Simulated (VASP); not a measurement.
# ZrC (P-6m2) in VASP: a series of runs

ZrC is run at these levels: PBE; tasks: single point, relaxation of cell and atoms.

Program: VASP 6.6.1. These are calculated values, not measurements. Logs are shortened: lines on timing, memory, paths and dates and some standing lists are left out, and cuts for length are marked.

## (1) The cell of the first run

The structure is hexagonal, space group P-6m2 (No. 187). Conventional cell: a = 3.270 Å, b = 3.270 Å, c = 2.940 Å, α = 90.00°, β = 90.00°, γ = 120.00°. Zr (site symmetry -6m2) has 6 C at 2.39 Å and 2 Zr at 2.94 Å within 3.2 Å. Within 3.2 Å of C (site symmetry -6m2) lie 6 Zr at 2.39 Å and 2 C at 2.94 Å.

## (2) Single point, PBE

INCAR reads:

```
PREC     = Accurate       # precision mode
ENCUT    = 520            # plane-wave cutoff, eV
EDIFF    = 1E-7           # SCF threshold, eV
ISMEAR   = 0              # smearing method
SIGMA    = 0.05           # smearing width, eV
LREAL    = F              # projectors in reciprocal space
LASPH    = T              # aspherical terms in the spheres
NELM     = 100            # most SCF steps
ALGO     = Normal         # electronic algorithm
ISIF     = 2              # what is computed and relaxed
LWAVE    = F              # write WAVECAR
LCHARG   = F              # write CHGCAR
GGA      = PE             # functional
NBANDS   = 15             # bands
```

KPOINTS reads:

```
regular mesh
0
Gamma
  12 12 12
```

POSCAR reads:

```
ZrC
1.0
    3.2695327459      0.0000000000      0.0000000000
   -1.6347663730      2.8314984164      0.0000000000
    0.0000000000      0.0000000000      2.9397343697
Zr C
1 1
Direct
    0.0000000000      0.0000000000      0.0000000000
    0.6666666667      0.3333333333      0.5000000000
```

Potentials or basis: VASP PAW PBE potentials, release 64 (Zr_sv, C).

Run with:

```sh
> cat potpaw_PBE.64/Zr_sv/POTCAR potpaw_PBE.64/C/POTCAR > POTCAR
> mpirun -np 1 vasp_std > vasp.out
```

OUTCAR:

```text
PREC = Accurate
   ENCUT = 520
   EDIFF = 1E-7
   ISMEAR = 0
   LREAL = F
   LASPH = T
   NELM = 100
   ISIF = 2
   GGA = PE

 ion  position               nearest neighbor table
   1  0.000  0.000  0.000-   2 2.39   2 2.39   2 2.39   2 2.39   2 2.39   2 2.39
   2  0.667  0.333  0.500-   1 2.39   1 2.39   1 2.39   1 2.39   1 2.39   1 2.39

  LATTYP: Found a hexagonal cell.
 ALAT       =     3.2695327459
 C/A-ratio  =     0.8991298140

  Lattice vectors:

 A1 = (   3.2695327459,   0.0000000000,   0.0000000000)
 A2 = (  -1.6347663730,   2.8314984164,   0.0000000000)
 A3 = (   0.0000000000,   0.0000000000,   2.9397343697)

Analysis of symmetry for initial positions (statically):
=====================================================================
 Subroutine PRICEL returns:
 Original cell was already a primitive cell.

 Routine SETGRP: Setting up the symmetry group for a
 hexagonal supercell.

 Subroutine GETGRP returns: Found 12 space group operations
 (whereof 12 operations were pure point group operations)
 out of a pool of 24 trial point group operations.

The static configuration has the point symmetry D_3h.

Analysis of symmetry for dynamics (positions and initial velocities):
=====================================================================
 Subroutine PRICEL returns:
 Original cell was already a primitive cell.

 Routine SETGRP: Setting up the symmetry group for a
 hexagonal supercell.

 Subroutine GETGRP returns: Found 12 space group operations
 (whereof 12 operations were pure point group operations)
 out of a pool of 24 trial point group operations.

The dynamic configuration has the point symmetry D_3h.

 Subroutine INISYM returns: Found 12 space group operations
 (whereof 12 operations are pure point group operations),
 and found     1 'primitive' translations

----------------------------------------------------------------------------------------

                                     Primitive cell

  volume of cell :      27.2151

  direct lattice vectors                    reciprocal lattice vectors
     3.269532746  0.000000000  0.000000000     0.305854101  0.176584948  0.000000000
    -1.634766373  2.831498416  0.000000000     0.000000000  0.353169896  0.000000000
     0.000000000  0.000000000  2.939734370     0.000000000  0.000000000  0.340166789

  length of vectors
     3.269532746  3.269532746  2.939734370     0.353169896  0.353169896  0.340166789

  position of ions in fractional coordinates (direct lattice)
     0.000000000  0.000000000  0.000000000
     0.666666667  0.333333333  0.500000000

  ion indices of the primitive-cell ions
   primitive index   ion index
                 1           1
                 2           2

----------------------------------------------------------------------------------------

 KPOINTS: regular mesh

Automatic generation of k-mesh.
 Grid dimensions read from file:
 generate k-points for:   12   12   12

 Generating k-lattice:

  Cartesian coordinates                     Fractional coordinates (reciprocal lattice)
     0.025487842  0.014715412  0.000000000     0.083333333 -0.000000000  0.000000000
     0.000000000  0.029430825  0.000000000     0.000000000  0.083333333  0.000000000
     0.000000000  0.000000000  0.028347232     0.000000000  0.000000000  0.083333333

  Length of vectors
     0.029430825  0.029430825  0.028347232

  Shift w.r.t. Gamma in fractional coordinates (k-lattice)
     0.000000000  0.000000000  0.000000000

 Subroutine IBZKPT returns following result:
 ===========================================

 Found    133 irreducible k-points:

 Following reciprocal coordinates:
            Coordinates               Weight
  0.000000  0.000000  0.000000      1.000000
  0.083333  0.000000  0.000000      6.000000
  0.166667  0.000000  0.000000      6.000000
  0.250000  0.000000  0.000000      6.000000
  0.333333  0.000000  0.000000      6.000000
  0.416667  0.000000  0.000000      6.000000
[... 16 lines left out ...]
  0.250000  0.000000  0.083333     12.000000
  0.333333  0.000000  0.083333     12.000000
 [... further k-points ...]
   k-points           NKPTS =    133   k-points in BZ     NKDIM =    133   number of bands    NBANDS=     15
   number of dos      NEDOS =    301   number of ions     NIONS =      2
   total plane-waves  NPLWV =  13824
   dimension x,y,z NGX =    24 NGY =   24 NGZ =   24
   dimension x,y,z NGXF=    48 NGYF=   48 NGZF=   48
   ions per type =               1   1
   NGX,Y,Z   is equivalent  to a cutoff of  12.20, 12.20, 13.57 a.u.
   NGXF,Y,Z  is equivalent  to a cutoff of  24.41, 24.41, 27.14 a.u.
 SYSTEM =  unknown system
   PREC   = accura    normal or accurate (medium, high low for compatibility)
   ISTART =      0    job   : 0-new  1-cont  2-samecut
   ICHARG =      2    charge: 1-file 2-atom 10-const
   ISPIN  =      1    spin polarized calculation?
   LNONCOLLINEAR =      F non collinear calculations
   LSORBIT =      F    spin-orbit coupling
   LASPH  =      T    aspherical Exc in radial PAW
   ENCUT  =  520.0 eV  38.22 Ry    6.18 a.u.   6.08  6.08  5.47*2*pi/ulx,y,z
   NELM   =    100;   NELMIN=  2; NELMDL= -5     # of ELM steps
   EDIFF  = 0.1E-06   stopping-criterion for ELM
   LREAL  =      F    real-space projection
   EDIFFG = 0.1E-05   stopping-criterion for IOM
   NSW    =      0    number of steps for IOM
   IBRION =     -1    ionic relax: 0-MD 1-quasi-New 2-CG
   NFREE  =      0    steps in history (QN), initial steepest desc. (CG)
   ISIF   =      2    stress and relaxation
   ISYM   =      2    0-nonsym 1-usesym 2-fastsym
   POTIM  = 0.5000    time-step for ionic-motion
   TEBEG  =    0.0;   TEEND  =   0.0 temperature during run
   PSTRESS=    0.0 pullay stress
   NELECT =      16.0000    total number of electrons
   NUPDOWN=      -1.0000    fix difference up-down
   EMIN   =  10.00;   EMAX   =-10.00  energy-range for DOS
   EFERMI =   0.00;   METHOD = LEGACY
   ISMEAR =     0;   SIGMA  =   0.05  broadening in eV -4-tet -1-fermi 0-gaus
   EFERMI_NEDOS =   21; number of points for ismear=-14 and -15
   IALGO  =     38    algorithm
   IMIX   =      4    mixing-type and parameters
     AMIX     =   0.40;   BMIX     =  1.00
     AMIX_MAG =   1.60;   BMIX_MAG =  1.00
  volume/ion in A,a.u.               =      13.61        91.83
  Fermi-wavevector in a.u.,A,eV,Ry     =   1.371444  2.591654 25.590641  1.880859
  Thomas-Fermi vector in A             =   2.497140
   LORBIT       =      0    0 simple, 1 ext, 2 COOP (PROOUT), +10 PAW based schemes
   GGA     = PE    functional components
   LHFCALC =     F    Hartree Fock is set to
   AEXX    =    0.0000 exact exchange contribution
   IVDW    =     0    specifies the selected vdW correction
   LEPSILON=     F    determine dielectric tensor
   LRPA    =     F    only Hartree local field effects (RPA)
 non-spin polarized calculation
 Gauss-broadening in eV      SIGMA  =   0.05
  energy-cutoff  :      520.00
  volume of cell :       27.22
 maximum number of plane-waves:       747
   NGX = 13   NGY = 13   NGZ = 11

 number of electron      16.0000000 magnetization

 Free energy of the ion-electron system (eV)
  ---------------------------------------------------
  ext. energy  EPLUGINS =         0.00000000
  ---------------------------------------------------
  free energy    TOTEN  =       -18.01507717 eV

  energy without entropy =      -18.01442682  energy(sigma->0) =      -18.01475200

 E-fermi :   8.9710     XC(G=0): -11.8350

 val. band max:        8.9708212452   @ k =   0.3333   0.0000   0.0833
 cond. band min:       8.9818456254   @ k =   0.3333   0.3333   0.4167
 fundamental gap:      0.0110243801
 Fermi energy:         8.9709958432

 k-point     1 :       0.0000    0.0000    0.0000
  band No.  band energies     occupation
      1     -39.2364      2.00000
      2     -17.0386      2.00000
      3     -17.0386      2.00000
      4     -16.6337      2.00000
      5      -1.9936      2.00000
      6       7.4017      2.00000
      7       7.4017      2.00000
      8       7.7500      2.00000
      9      10.6791      0.00000
     10      14.1784      0.00000
     11      14.2276      0.00000
     12      14.2276      0.00000
     13      15.1931      0.00000
     14      15.1931      0.00000
     15      22.9424      0.00000

 k-point     2 :       0.0833    0.0000    0.0000
  band No.  band energies     occupation
      1     -39.2309      2.00000
      2     -17.0915      2.00000
      3     -17.0500      2.00000
      4     -16.6276      2.00000
      5      -1.8694      2.00000
      6       7.0908      2.00000
      7       7.5180      2.00000
      8       7.8775      2.00000
      9      10.4262      0.00000
     10      14.1841      0.00000
     11      14.5097      0.00000
     12      14.6324      0.00000
     13      14.9368      0.00000
     14      15.1054      0.00000
     15      22.5791      0.00000

 k-point     3 :       0.1667    0.0000    0.0000
  band No.  band energies     occupation
      1     -39.2159      2.00000
      2     -17.2336      2.00000
      3     -17.0809      2.00000
      4     -16.6109      2.00000
      5      -1.5250      2.00000
      6       6.4560      2.00000
      7       7.8450      2.00000
      8       8.1234      2.00000
      9       9.8756      0.00000
     10      14.0682      0.00000
     11      14.3153      0.00000
     12      14.8899      0.00000
     13      15.1164      0.00000
     14      15.7778      0.00000
     15      22.2292      0.00000

 k-point     4 :       0.2500    0.0000    0.0000
  band No.  band energies     occupation
      1     -39.1953      2.00000
      2     -17.4218      2.00000
      3     -17.1228      2.00000
      4     -16.5879      2.00000
      5      -1.0404      2.00000
      6       5.8018      2.00000
      7       8.3155      2.00000
      8       8.3543      2.00000
      9       9.2986      0.00000
     10      13.7630      0.00000
     11      13.9162      0.00000
     12      14.6464      0.00000
     13      15.7051      0.00000
     14      17.0869      0.00000
     15      22.2260      0.00000
[... 307 lines left out ...]
 k-point    22 :       0.1667    0.0000    0.0833
  band No.  band energies     occupation
      1     -39.2073      2.00000
      2     -17.2240      2.00000
      3     -17.0724      2.00000
      4     -16.6964      2.00000
      5      -1.4065      2.00000
      6       6.5432      2.00000
      7       7.8794      2.00000
      8       8.0371      2.00000
      9       9.7716      0.00000
     10      13.2818      0.00000
     11      13.9461      0.00000
     12      15.3237      0.00000
     13      15.5494      0.00000
     14      16.0671      0.00000
     15      22.1653      0.00000

 k-point    23 :       0.2500    0.0000    0.0833
  band No.  band energies     occupation
      1     -39.1868      2.00000
      2     -17.4107      2.00000
      3     -17.1139      2.00000
      4     -16.6714      2.00000
      5      -0.9478      2.00000
      6       5.8813      2.00000
      7       8.2642      2.00000
      8       8.2939      2.00000
      9       9.2122      0.00000
     10      13.2049      0.00000
     11      13.8243      0.00000
     12      15.3600      0.00000
     13      15.5558      0.00000
     14      17.4080      0.00000
     15      22.0475      0.00000

 k-point    24 :       0.3333    0.0000    0.0833
  band No.  band energies     occupation
      1     -39.1662      2.00000
      2     -17.5912      2.00000
      3     -17.1550      2.00000
      4     -16.6463      2.00000
      5      -0.4733      2.00000
      6       5.3546      2.00000
      7       8.1889      2.00000
      8       8.7034      2.00000
      9       8.9708      1.00394
     10      13.2766      0.00000
     11      13.7327      0.00000
     12      15.0981      0.00000
     13      15.8386      0.00000
     14      18.4506      0.00000
     15      22.4170      0.00000

 [... further k-points ...]
[... 5 lines left out ...]
  --------------------------------------------------------------------------------------
  -------------------------------------------------------------------------------------
  Total        0.0314739      0.0314739      0.0367719     -0.0000000     -0.0000000     -0.0000000
  in kB        1.8528955      1.8528955      2.1647936     -0.0000000     -0.0000000     -0.0000000
  external PRESSURE =       1.9568615 kB  Pullay stress =       0.0000000 kB

 VOLUME and BASIS-vectors are now :
 -----------------------------------------------------------------------------
  energy-cutoff  :      520.00
  volume of cell :       27.22
      direct lattice vectors                 reciprocal lattice vectors
     3.269532746  0.000000000  0.000000000     0.305854101  0.176584948  0.000000000
    -1.634766373  2.831498416  0.000000000     0.000000000  0.353169896  0.000000000
     0.000000000  0.000000000  2.939734370     0.000000000  0.000000000  0.340166789

 POSITION                                       TOTAL-FORCE (eV/Angst)
 -----------------------------------------------------------------------------------
      0.00000      0.00000      0.00000         0.000000      0.000000      0.000000
      1.63477      0.94383      1.46987        -0.000000      0.000000      0.000000
 -----------------------------------------------------------------------------------
    total drift:                                0.000000     -0.000000      0.000000

  FREE ENERGIE OF THE ION-ELECTRON SYSTEM (eV)
  ---------------------------------------------------
  free  energy   TOTEN  =       -18.0150771667 eV

  energy  without entropy=      -18.0144268245  energy(sigma->0) =      -18.01475200
```

Run time: 14 s. Hardware: 1 thread of Intel Xeon 6975P-C (Granite Rapids), shared host; peak memory 0.17 GiB.

Results:

```yaml
Free_energy: -18.0151 eV
Pressure: 0.2 GPa
Band_gap_on_the_k_mesh: zero (band 8 reaches 9.23 eV, above the bottom of band 9 at 8.83 eV)
```

Levels at points of the mesh, in eV from the Fermi level:
| k point | band 5 | band 6 | band 7 | band 8 | band 9 | band 10 | band 11 | band 12 |
| --- | --- | --- | --- | --- | --- | --- | --- | --- |
| (0.00, 0.00, 0.00) | -10.96 | -1.57 | -1.57 | -1.22 | 1.71 | 5.21 | 5.26 | 5.26 |
| (0.50, 0.00, 0.00) | -8.97 | -4.06 | -0.83 | -0.54 | 0.38 | 4.66 | 5.15 | 5.37 |
| (0.00, 0.00, 0.50) | -8.12 | -4.97 | -0.54 | -0.54 | 1.74 | 1.74 | 4.82 | 4.82 |
| (0.50, 0.00, 0.50) | -9.00 | -3.56 | -2.26 | -2.04 | 2.04 | 5.43 | 6.52 | 6.88 |

(Continued in part 2 of 2.)
